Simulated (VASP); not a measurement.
# LiF (I4/mmm) in VASP: single point with r2SCAN

Aim: the single point of LiF with r2SCAN.

Program: VASP 6.6.1. These are calculated values, not measurements. Logs are shortened: lines on timing, memory, paths and dates and some standing lists are left out, and cuts for length are marked.

## 1. The cell of the first run

Symmetry: I4/mmm, No. 139, tetragonal system. The conventional cell has a = 2.706 Å, b = 2.706 Å, c = 4.229 Å, α = 90.00°, β = 90.00°, γ = 90.00°. Within 2.5 Å of Li (site symmetry 4/mmm) lie 6 F at 1.91 to 2.11 Å. F (site symmetry 4/mmm) has 6 Li at 1.91 to 2.11 Å within 2.5 Å.

## 2. Single point, r2SCAN (strain -0.050 along x and y, +0.050 along z)

POSCAR

```
LiF
1.0
    0.0000000000      1.9133000000      2.1147000000
    1.9133000000      0.0000000000      2.1147000000
    1.9133000000      1.9133000000      0.0000000000
Li F
1 1
Direct
    0.0000000000      0.0000000000      0.0000000000
    0.5000000000      0.5000000000      0.5000000000
```

INCAR.step1

```
PREC = Accurate
ENCUT = 520
ISMEAR = 0
SIGMA = 0.05
LREAL = F
LASPH = T
NELM = 80
NBANDS = 12
GGA = PE
ALGO = Normal
EDIFF = 1E-4
LWAVE = T
LCHARG = F
```

INCAR.step2

```
PREC = Accurate
ENCUT = 520
EDIFF = 1E-7
ISMEAR = 0
SIGMA = 0.05
LREAL = F
LASPH = T
NELM = 80
ALGO = Normal
ISIF = 2
LWAVE = F
LCHARG = T
METAGGA = R2SCAN
LMIXTAU = T
LELF = T
LVHAR = T
NBANDS = 12
ISTART = 1
```

KPOINTS

```
Automatic mesh
0
Gamma
  10 10 10
```

Potentials or basis: VASP PAW PBE potentials, release 64 (Li_sv, F).

Started as:

```bash
> cat potpaw_PBE.64/Li_sv/POTCAR potpaw_PBE.64/F/POTCAR > POTCAR
> cp INCAR.step1 INCAR
> mpirun -np 1 vasp_std > vasp.out
> cp INCAR.step2 INCAR
> mpirun -np 1 vasp_std > vasp.out
```

OUTCAR:

```text
PREC = Accurate
   ENCUT = 520
   EDIFF = 1E-7
   ISMEAR = 0
   LREAL = F
   LASPH = T
   NELM = 80
   ISIF = 2
   METAGGA = R2SCAN
   ISTART = 1

 ion  position               nearest neighbor table
   1  0.000  0.000  0.000-   2 1.91   2 1.91   2 1.91   2 1.91   2 2.11   2 2.11
   2  0.500  0.500  0.500-   1 1.91   1 1.91   1 1.91   1 1.91   1 2.11   1 2.11

  LATTYP: Found a body centered tetragonal cell.
 ALAT       =     2.7058148089
 C/A-ratio  =     1.5630781479

  Lattice vectors:

 A1 = (  -1.9133000000,   0.0000000000,   2.1147000000)
 A2 = (   1.9133000000,   0.0000000000,   2.1147000000)
 A3 = (   0.0000000000,   1.9133000000,  -2.1147000000)

Analysis of symmetry for initial positions (statically):
=====================================================================
 Subroutine PRICEL returns:
 Original cell was already a primitive cell.

 Routine SETGRP: Setting up the symmetry group for a
 body centered tetragonal supercell.

 Subroutine GETGRP returns: Found 16 space group operations
 (whereof 16 operations were pure point group operations)
 out of a pool of 16 trial point group operations.

The static configuration has the point symmetry D_4h.

Analysis of symmetry for dynamics (positions and initial velocities):
=====================================================================
 Subroutine PRICEL returns:
 Original cell was already a primitive cell.

 Routine SETGRP: Setting up the symmetry group for a
 body centered tetragonal supercell.

 Subroutine GETGRP returns: Found 16 space group operations
 (whereof 16 operations were pure point group operations)
 out of a pool of 16 trial point group operations.

The dynamic configuration has the point symmetry D_4h.

 Subroutine INISYM returns: Found 16 space group operations
 (whereof 16 operations are pure point group operations),
 and found     1 'primitive' translations

----------------------------------------------------------------------------------------

                                     Primitive cell

  volume of cell :      15.4826

  direct lattice vectors                    reciprocal lattice vectors
     0.000000000  1.913300000  2.114700000    -0.261328595  0.261328595  0.236440157
     1.913300000  0.000000000  2.114700000     0.261328595 -0.261328595  0.236440157
     1.913300000  1.913300000  0.000000000     0.261328595  0.261328595 -0.236440157

  length of vectors
     2.851784175  2.851784175  2.705814809     0.438735930  0.438735930  0.438735930

  position of ions in fractional coordinates (direct lattice)
     0.000000000  0.000000000  0.000000000
     0.500000000  0.500000000  0.500000000

  ion indices of the primitive-cell ions
   primitive index   ion index
                 1           1
                 2           2

----------------------------------------------------------------------------------------

 KPOINTS: Automatic mesh

Automatic generation of k-mesh.
 Grid dimensions read from file:
 generate k-points for:   10   10   10

 Generating k-lattice:

  Cartesian coordinates                     Fractional coordinates (reciprocal lattice)
    -0.026132859  0.026132859  0.023644016     0.100000000  0.000000000  0.000000000
     0.026132859 -0.026132859  0.023644016     0.000000000  0.100000000  0.000000000
     0.026132859  0.026132859 -0.023644016     0.000000000  0.000000000  0.100000000

  Length of vectors
     0.043873593  0.043873593  0.043873593

  Shift w.r.t. Gamma in fractional coordinates (k-lattice)
     0.000000000  0.000000000  0.000000000

 Subroutine IBZKPT returns following result:
 ===========================================

 Found    102 irreducible k-points:

 Following reciprocal coordinates:
            Coordinates               Weight
  0.000000  0.000000  0.000000      1.000000
  0.100000 -0.000000  0.000000      8.000000
  0.200000 -0.000000  0.000000      8.000000
  0.300000  0.000000  0.000000      8.000000
  0.400000 -0.000000  0.000000      8.000000
  0.500000  0.000000  0.000000      4.000000
[... 16 lines left out ...]
  0.300000  0.300000  0.000000      2.000000
  0.400000  0.300000  0.000000      8.000000
 [... further k-points ...]
   k-points           NKPTS =    102   k-points in BZ     NKDIM =    102   number of bands    NBANDS=     12
   number of dos      NEDOS =    301   number of ions     NIONS =      2
   total plane-waves  NPLWV =  11520
   dimension x,y,z NGX =    24 NGY =   24 NGZ =   20
   dimension x,y,z NGXF=    48 NGYF=   48 NGZF=   40
   ions per type =               1   1
   NGX,Y,Z   is equivalent  to a cutoff of  13.99, 13.99, 12.29 a.u.
   NGXF,Y,Z  is equivalent  to a cutoff of  27.98, 27.98, 24.58 a.u.
 SYSTEM =  unknown system
   PREC   = accura    normal or accurate (medium, high low for compatibility)
   ISTART =      1    job   : 0-new  1-cont  2-samecut
   ICHARG =      0    charge: 1-file 2-atom 10-const
   ISPIN  =      1    spin polarized calculation?
   LNONCOLLINEAR =      F non collinear calculations
   LSORBIT =      F    spin-orbit coupling
   LASPH  =      T    aspherical Exc in radial PAW
   ENCUT  =  520.0 eV  38.22 Ry    6.18 a.u.   5.30  5.30  5.03*2*pi/ulx,y,z
   NELM   =     80;   NELMIN=  2; NELMDL=  0     # of ELM steps
   EDIFF  = 0.1E-06   stopping-criterion for ELM
   LREAL  =      F    real-space projection
   EDIFFG = 0.1E-05   stopping-criterion for IOM
   NSW    =      0    number of steps for IOM
   IBRION =     -1    ionic relax: 0-MD 1-quasi-New 2-CG
   NFREE  =      0    steps in history (QN), initial steepest desc. (CG)
   ISIF   =      2    stress and relaxation
   ISYM   =      2    0-nonsym 1-usesym 2-fastsym
   POTIM  = 0.5000    time-step for ionic-motion
   TEBEG  =    0.0;   TEEND  =   0.0 temperature during run
   PSTRESS=    0.0 pullay stress
   NELECT =      10.0000    total number of electrons
   NUPDOWN=      -1.0000    fix difference up-down
   EMIN   =  10.00;   EMAX   =-10.00  energy-range for DOS
   EFERMI =   0.00;   METHOD = LEGACY
   ISMEAR =     0;   SIGMA  =   0.05  broadening in eV -4-tet -1-fermi 0-gaus
   EFERMI_NEDOS =   21; number of points for ismear=-14 and -15
   IALGO  =     38    algorithm
   IMIX   =      4    mixing-type and parameters
     AMIX     =   0.40;   BMIX     =  1.00
     AMIX_MAG =   1.60;   BMIX_MAG =  1.00
  volume/ion in A,a.u.               =       7.74        52.24
  Fermi-wavevector in a.u.,A,eV,Ry     =   1.415120  2.674189 27.246537  2.002564
  Thomas-Fermi vector in A             =   2.536591
   LORBIT       =      0    0 simple, 1 ext, 2 COOP (PROOUT), +10 PAW based schemes
   METAGGA = R2SCAN    functional components
   LHFCALC =     F    Hartree Fock is set to
   AEXX    =    0.0000 exact exchange contribution
   IVDW    =     0    specifies the selected vdW correction
   LEPSILON=     F    determine dielectric tensor
   LRPA    =     F    only Hartree local field effects (RPA)
 non-spin polarized calculation
 Gauss-broadening in eV      SIGMA  =   0.05
  energy-cutoff  :      520.00
  volume of cell :       15.48
 maximum number of plane-waves:       431
 NGX is ok and might be reduce to    24
   NGX = 11   NGY = 11   NGZ =  9

 number of electron      10.0000004 magnetization

 Free energy of the ion-electron system (eV)
  ---------------------------------------------------
  ext. energy  EPLUGINS =         0.00000000
  ---------------------------------------------------
  free energy    TOTEN  =       -11.86695332 eV

  energy without entropy =      -11.86695332  energy(sigma->0) =      -11.86695332

 E-fermi :  -0.9305     XC(G=0): -10.8172

 val. band max:       -1.2282666364   @ k =   0.0000   0.0000   0.0000
 cond. band min:       9.4032113176   @ k =   0.0000   0.0000   0.0000
 fundamental gap:     10.6314779540
 Fermi energy:        -0.9305408902

 k-point     1 :       0.0000    0.0000    0.0000
  band No.  band energies     occupation
      1     -43.2512      2.00000
      2     -22.5619      2.00000
      3      -1.3907      2.00000
      4      -1.3906      2.00000
      5      -1.2283      2.00000
      6       9.4032      0.00000
      7      23.8561      0.00000
      8      24.2711      0.00000
      9      25.1384      0.00000
     10      25.1398      0.00000
     11      26.5670      0.00000
     12      26.5718      0.00000

 k-point     2 :       0.1000   -0.0000    0.0000
  band No.  band energies     occupation
      1     -43.2440      2.00000
      2     -22.5234      2.00000
      3      -1.6483      2.00000
      4      -1.3982      2.00000
      5      -1.3064      2.00000
      6       9.6898      0.00000
      7      21.7319      0.00000
      8      23.0307      0.00000
      9      24.5926      0.00000
     10      25.7227      0.00000
     11      26.7537      0.00000
     12      27.1062      0.00000

 k-point     3 :       0.2000   -0.0000    0.0000
  band No.  band energies     occupation
      1     -43.2253      2.00000
      2     -22.4195      2.00000
      3      -2.3465      2.00000
      4      -1.4286      2.00000
      5      -1.4169      2.00000
      6      10.3116      0.00000
      7      19.2229      0.00000
      8      21.3707      0.00000
      9      23.2149      0.00000
     10      26.9607      0.00000
     11      27.7772      0.00000
     12      28.1373      0.00000
[... 286 lines left out ...]
 k-point    23 :       0.3000    0.3000    0.0000
  band No.  band energies     occupation
      1     -43.2034      2.00000
      2     -22.1651      2.00000
      3      -3.4501      2.00000
      4      -1.9269      2.00000
      5      -1.9268      2.00000
      6      12.1405      0.00000
      7      18.7488      0.00000
      8      19.6696      0.00000
      9      22.5898      0.00000
     10      22.5927      0.00000
     11      35.1854      0.00000
     12      36.1049      0.00000

 k-point    24 :       0.4000    0.3000    0.0000
  band No.  band energies     occupation
      1     -43.1909      2.00000
      2     -22.0631      2.00000
      3      -3.8718      2.00000
      4      -2.1532      2.00000
      5      -1.9949      2.00000
      6      12.8164      0.00000
      7      17.7199      0.00000
      8      19.3105      0.00000
      9      22.3103      0.00000
     10      23.3007      0.00000
     11      34.8358      0.00000
     12      36.8724      0.00000

 [... further k-points ...]
[... 5 lines left out ...]
  --------------------------------------------------------------------------------------
  -------------------------------------------------------------------------------------
  Total        0.6124452      0.6124452     -0.3586224      0.0000000      0.0000000     -0.0000000
  in kB       63.3771803     63.3771803    -37.1110370      0.0000000      0.0000000     -0.0000000
  external PRESSURE =      29.8811078 kB  Pullay stress =       0.0000000 kB

 VOLUME and BASIS-vectors are now :
 -----------------------------------------------------------------------------
  energy-cutoff  :      520.00
  volume of cell :       15.48
      direct lattice vectors                 reciprocal lattice vectors
     0.000000000  1.913300000  2.114700000    -0.261328595  0.261328595  0.236440157
     1.913300000  0.000000000  2.114700000     0.261328595 -0.261328595  0.236440157
     1.913300000  1.913300000  0.000000000     0.261328595  0.261328595 -0.236440157

 POSITION                                       TOTAL-FORCE (eV/Angst)
 -----------------------------------------------------------------------------------
      0.00000      0.00000      0.00000        -0.000000      0.000000      0.000000
      1.91330      1.91330      2.11470         0.000000     -0.000000      0.000000
 -----------------------------------------------------------------------------------
    total drift:                               -0.000000     -0.000000      0.000000

  FREE ENERGIE OF THE ION-ELECTRON SYSTEM (eV)
  ---------------------------------------------------
  free  energy   TOTEN  =       -11.8669533214 eV

  energy  without entropy=      -11.8669533214  energy(sigma->0) =      -11.86695332
```

It took 81 s on 1 thread of AMD EPYC 7R13 (Zen 3), shared host; peak memory 0.11 GiB.

What came out:

| Item | Value |
| --- | --- |
| Free energy | -11.8670 eV |
| Band gap on the k mesh | 10.63 eV, direct |

Levels at points of the mesh, in eV from the valence-band top:
| k point | band 2 | band 3 | band 4 | band 5 | band 6 | band 7 | band 8 | band 9 |
| --- | --- | --- | --- | --- | --- | --- | --- | --- |
| (0.00, 0.00, 0.00) | -21.33 | -0.16 | -0.16 | 0.00 | 10.63 | 25.08 | 25.50 | 26.37 |
| (0.50, 0.00, 0.00) | -20.90 | -2.73 | -0.48 | -0.23 | 12.04 | 18.66 | 20.00 | 21.88 |
| (0.50, 0.50, 0.00) | -20.68 | -3.39 | -0.97 | -0.97 | 15.30 | 18.64 | 19.85 | 23.66 |
| (0.50, 0.00, 0.50) | -20.54 | -3.31 | -1.63 | -0.96 | 17.22 | 17.26 | 19.77 | 21.26 |

Caveat: the cell differs from its parent crystal (strain -0.050 along x and y, +0.050 along z); the cutoff is under 1.25 times the usual one of these potentials, so pressure, stress and relaxed cells hold a basis-set (Pulay) error; the PAW data sets were made with another functional, which shifts forces and pressure a little. A k mesh can miss the band edges.
